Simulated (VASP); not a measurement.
Input of a VASP 6.6.1 run:

Contents of POSCAR:

```
SnO2
1.0
    5.0101278424      0.0000000000      0.0000000000
    0.0000000000      5.0101278424      0.0000000000
    0.0000000000      0.0000000000      3.2005650988
Sn O
2 4
Direct
    0.0000000000      0.0000000000      0.0000000000
    0.5000000000      0.5000000000      0.5000000000
    0.3058934984      0.3058934984      0.0000000000
    0.1941065016      0.8058934984      0.5000000000
    0.6941065016      0.6941065016      0.0000000000
    0.8058934984      0.1941065016      0.5000000000
```

INCAR.step1

```
SYSTEM = SnO2
PREC = Accurate
ENCUT = 520
ISMEAR = 0
SIGMA = 0.05
LREAL = .FALSE.
LASPH = .TRUE.
NELM = 100
NBANDS = 35
GGA = PE
ALGO = Normal
EDIFF = 1E-4
LWAVE = .TRUE.
LCHARG = .FALSE.
```

INCAR.step2

```
SYSTEM = SnO2
PREC = Accurate
ENCUT = 520
EDIFF = 1E-6
ISMEAR = 0
SIGMA = 0.05
LREAL = .FALSE.
LASPH = .TRUE.
NELM = 100
ALGO = Normal
ISIF = 2
LWAVE = .FALSE.
LCHARG = .FALSE.
METAGGA = R2SCAN
LMIXTAU = .TRUE.
NBANDS = 35
ISTART = 1
```

KPOINTS

```
regular mesh
0
G
  6 6 8
  0 0 0
```

Potentials or basis: VASP PAW PBE potentials, release 64 (Sn_d, O).

Launch:

```sh
$ cat potpaw_PBE.64/Sn_d/POTCAR potpaw_PBE.64/O/POTCAR > POTCAR
$ cp INCAR.step1 INCAR
$ mpirun -np 1 vasp_std > vasp.out
$ cp INCAR.step2 INCAR
$ mpirun -np 1 vasp_std > vasp.out
```

What does it give for the pressure?

-14.8 GPa.

What does it give for the band gap on the k mesh?

0.84 eV.

Predict the largest force.

0.374 eV/Å.

Forces on the atoms (eV/Å):
```
Sn   0.000  0.000  0.000
Sn   0.000  0.000  0.000
O    0.265  0.265  0.000
O   -0.265  0.265  0.000
O   -0.265 -0.265  0.000
O    0.265 -0.265  0.000
```

Caveat: the cell differs from its parent crystal (strain +0.0525 x Voigt [1, 1, 0, 0, 0, 0]); the stress differs along the axes, from -17 to -11 GPa; the PAW data sets were made with another functional, which shifts forces and pressure a little; spin-orbit coupling is left out, which moves the levels of the heavy elements.
